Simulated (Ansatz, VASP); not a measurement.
## SnRu2 in VASP and in Ansatz

```
CELL_PARAMETERS angstrom
4.37597 0.00000 0.00000
-2.18799 3.78970 0.00000
0.00000 0.00000 2.99129
ATOMIC_POSITIONS crystal
Sn 0.00000 0.00000 0.00000
Ru 0.33333 0.66667 0.50000
Ru 0.66667 0.33333 0.50000
```

Alike in both runs: functional PBE; k mesh 12 × 12 × 16; occupations gaussian, width 0.1 eV; no spin polarisation.

Ansatz relaxed the structure, and its values are those at the end. VASP's run is a single point on that final structure, the one shown.

```csv
,VASP,Ansatz
version,VASP 6.6.1,Ansatz 0.2.0
potentials or method,"VASP PAW PBE potentials, release 64 (Sn_d, Ru_pv), cutoff 520 eV","scalar-relativistic, plane waves, PAW"
valence electrons in the cell,42,46
```

VASP gave:

```
gap on the k mesh at the Fermi level (eV) : none
pressure (GPa)                            : 0.1
```

Problem. Which values does Ansatz return?

Solution. gap on the k mesh at the Fermi level (eV): none; pressure (GPa): 0.0.

A gap of «none» marks a metal or a gap that the smearing closes. The functional is the same, so the differences come from potentials, cutoffs and numerics. VASP's potentials hold 42 valence electrons a cell and Ansatz's 46, so a difference there can come from the potentials and not from the codes.
